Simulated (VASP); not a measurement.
# La2O3 (P-3m1) in VASP: further runs, part 2 of 2

VASP 6.6.1.

## (4) Single point, LDA

This run uses another cell than the first one, of 15.54 Å³/atom.

Contents of INCAR:

```
ALGO = Normal
EDIFF = 1E-6
ENCUT = 520
ISIF = 2
ISMEAR = -1
LASPH = True
LCHARG = False
LREAL = False
LWAVE = False
NBANDS = 28
NELM = 100
PREC = Accurate
SIGMA = 0.05
```

Contents of KPOINTS:

```
k-points
0
Gamma
  6 6 4
```

Contents of POSCAR:

```
La2O3
1.0
    3.8840717387      0.0000000000      0.0000000000
   -1.9420358694      3.3637047959      0.0000000000
    0.0000000000      0.0000000000      5.9484001298
La O
2 3
Direct
    0.3333333333      0.6666666667      0.2439202780
    0.6666666667      0.3333333333      0.7560797220
    0.0000000000      0.0000000000      0.0000000000
    0.3333333333      0.6666666667      0.6468504199
    0.6666666667      0.3333333333      0.3531495801
```

Potentials or basis: VASP PAW LDA potentials, release 64 (La, O).

Launch:

```
> cat potpaw_LDA.64/La/POTCAR potpaw_LDA.64/O/POTCAR > POTCAR
> mpirun -np 1 vasp_std > vasp.out
```

OUTCAR:

```text
EDIFF = 1E-6
   ENCUT = 520
   ISIF = 2
   ISMEAR = -1
   LASPH = True
   LREAL = False
   NELM = 100
   PREC = Accurate

 ion  position               nearest neighbor table
   1  0.333  0.667  0.244-   5 2.33   5 2.33   5 2.33   4 2.40   3 2.67   3 2.67   3 2.67   2 3.67
                             2 3.67   2 3.67
   2  0.667  0.333  0.756-   4 2.33   4 2.33   4 2.33   5 2.40   3 2.67   3 2.67   3 2.67   1 3.67
                             1 3.67   1 3.67
   3  0.000  0.000  0.000-   1 2.67   2 2.67   2 2.67   1 2.67   2 2.67   1 2.67
   4  0.333  0.667  0.647-   2 2.33   2 2.33   2 2.33   1 2.40
   5  0.667  0.333  0.353-   1 2.33   1 2.33   1 2.33   2 2.40

  LATTYP: Found a hexagonal cell.
 ALAT       =     3.8840717387
 C/A-ratio  =     1.5314856496

  Lattice vectors:

 A1 = (   3.8840717387,   0.0000000000,   0.0000000000)
 A2 = (  -1.9420358694,   3.3637047959,   0.0000000000)
 A3 = (   0.0000000000,   0.0000000000,   5.9484001298)

Analysis of symmetry for initial positions (statically):
=====================================================================
 Subroutine PRICEL returns:
 Original cell was already a primitive cell.

 Routine SETGRP: Setting up the symmetry group for a
 hexagonal supercell.

 Subroutine GETGRP returns: Found 12 space group operations
 (whereof 12 operations were pure point group operations)
 out of a pool of 24 trial point group operations.

The static configuration has the point symmetry D_3d.

Analysis of symmetry for dynamics (positions and initial velocities):
=====================================================================
 Subroutine PRICEL returns:
 Original cell was already a primitive cell.

 Routine SETGRP: Setting up the symmetry group for a
 hexagonal supercell.

[... 125 lines left out ...]
   EFERMI_NEDOS =   21; number of points for ismear=-14 and -15
   IALGO  =     38    algorithm
   IMIX   =      4    mixing-type and parameters
     AMIX     =   0.40;   BMIX     =  1.00
     AMIX_MAG =   1.60;   BMIX_MAG =  1.00
  volume/ion in A,a.u.               =      15.54       104.89
  Fermi-wavevector in a.u.,A,eV,Ry     =   1.311978  2.479278 23.419505  1.721285
  Thomas-Fermi vector in A             =   2.442402
   LORBIT       =      0    0 simple, 1 ext, 2 COOP (PROOUT), +10 PAW based schemes
   GGA     = CA    functional components
   LHFCALC =     F    Hartree Fock is set to
   AEXX    =    0.0000 exact exchange contribution
   IVDW    =     0    specifies the selected vdW correction
   LEPSILON=     F    determine dielectric tensor
   LRPA    =     F    only Hartree local field effects (RPA)
 non-spin polarized calculation
  energy-cutoff  :      520.00
  volume of cell :       77.72
 maximum number of plane-waves:      2134
 NGX is ok and might be reduce to    30
   NGX = 15   NGY = 15   NGZ = 23

 number of electron      39.9999990 magnetization

 Free energy of the ion-electron system (eV)
  ---------------------------------------------------
  ext. energy  EPLUGINS =         0.00000000
  ---------------------------------------------------
  free energy    TOTEN  =       -45.89762916 eV

  energy without entropy =      -45.89762916  energy(sigma->0) =      -45.89762916

 E-fermi :   7.3725     XC(G=0): -11.1852

 val. band max:        6.2031829738   @ k =   0.5000   0.0000   0.5000
 cond. band min:       9.9297596553   @ k =   0.3333   0.3333   0.0000
 fundamental gap:      3.7265766814
 Fermi energy:         7.3725287807

 k-point     1 :       0.0000    0.0000    0.0000
  band No.  band energies     occupation
      1     -23.3152      2.00000
      2     -22.9836      2.00000
      3     -10.7172      2.00000
      4      -9.2783      2.00000
      5      -8.8533      2.00000
      6      -6.8133      2.00000
[... 733 lines left out ...]
     27      11.6830      0.00000
     28      11.7104      0.00000

------------------------ aborting loop because EDIFF is reached ----------------------------------------

  FORCE on cell =-STRESS in cart. coord.  units (eV):
  Direction    XX          YY          ZZ          XY          YZ          ZX
  --------------------------------------------------------------------------------------
  -------------------------------------------------------------------------------------
  Total       -0.0494228     -0.0494228     -0.0394487      0.0000000      0.0000000      0.0000000
  in kB       -1.0189027     -1.0189027     -0.8132751      0.0000000      0.0000000      0.0000000
  external PRESSURE =      -0.9503602 kB  Pullay stress =       0.0000000 kB

 VOLUME and BASIS-vectors are now :
 -----------------------------------------------------------------------------
  energy-cutoff  :      520.00
  volume of cell :       77.72
      direct lattice vectors                 reciprocal lattice vectors
     3.884071739  0.000000000  0.000000000     0.257461774  0.148645624  0.000000000
    -1.942035869  3.363704796  0.000000000     0.000000000  0.297291249  0.000000000
     0.000000000  0.000000000  5.948400130     0.000000000  0.000000000  0.168112430

 POSITION                                       TOTAL-FORCE (eV/Angst)
 -----------------------------------------------------------------------------------
     -0.00000      2.24247      1.45094        -0.000000      0.000000     -0.010733
      1.94204      1.12123      4.49746         0.000000     -0.000000      0.010733
      0.00000      0.00000      0.00000        -0.000000      0.000000     -0.000000
     -0.00000      2.24247      3.84773         0.000000     -0.000000     -0.009647
      1.94204      1.12123      2.10068        -0.000000      0.000000      0.009647
 -----------------------------------------------------------------------------------
    total drift:                                0.000000      0.000000     -0.000000

  FREE ENERGIE OF THE ION-ELECTRON SYSTEM (eV)
  ---------------------------------------------------
  free  energy   TOTEN  =       -45.8976291564 eV

  energy  without entropy=      -45.8976291564  energy(sigma->0) =      -45.89762916
```

stdout:

```text
POSCAR found type information on POSCAR LaO
 POSCAR found :  2 types and       5 ions
 scaLAPACK will be used
 LDA part: xc-table for (Slater(with rela. corr.)+CA(PZ))
 , standard interpolation
 POSCAR, INCAR and KPOINTS ok, starting setup
 FFT: planning ... GRIDC
 FFT: planning ... GRID_SOFT
 FFT: planning ... GRID
 WAVECAR not read
 entering main loop
```

Run time: 46 s. Hardware: 1 thread of AMD EPYC 9R45 (Zen 5), shared host; peak memory 0.17 GiB.

Results:

- Free energy: -45.8976 eV
- Pressure: -0.1 GPa
- Largest force: 0.011 eV/Å
- Band gap on the k mesh: 3.73 eV (least direct gap 3.80 eV)

Forces on the atoms (eV/Å):
```
La   0.000  0.000 -0.011
La   0.000  0.000  0.011
O    0.000  0.000  0.000
O    0.000  0.000 -0.010
O    0.000  0.000  0.010
```

Caveat: spin-orbit coupling is left out, which moves the levels of the heavy elements.

## (5) Overview

```csv
task,level,U,cell,k mesh,cutoff (eV),gap on the mesh (eV),pressure (GPa),relaxed volume (Å³/atom)
relaxation of cell and atoms,LDA+U,La f U = 6.0 eV,"relaxed from a = 3.931, b = 3.931, c = 6.112 Å, angles 90.0, 90.0, 120.0°, 5 atoms, atomic positions A",8 × 8 × 5,600,3.79,0.0,16.08
relaxation of cell and atoms,LDA+U,La f U = 8.0 eV,"relaxed from a = 3.931, b = 3.931, c = 6.112 Å, angles 90.0, 90.0, 120.0°, 5 atoms, atomic positions A",8 × 8 × 5,600,3.78,0.0,16.23
single point,LDA,-,"a = 3.884, b = 3.884, c = 5.948 Å, angles 90.0, 90.0, 120.0°, 5 atoms, atomic positions B",6 × 6 × 4,520,3.73,-0.1,-
```

Alike in all rows: potentials or basis VASP PAW LDA potentials, release 64 (La, O); no spin polarisation; smearing fermi-dirac 0.05 eV.

Caveats: spin-orbit coupling is left out, which moves the levels of the heavy elements.

Total energies depend on the potentials used, so only differences within one code and one set of settings carry meaning.
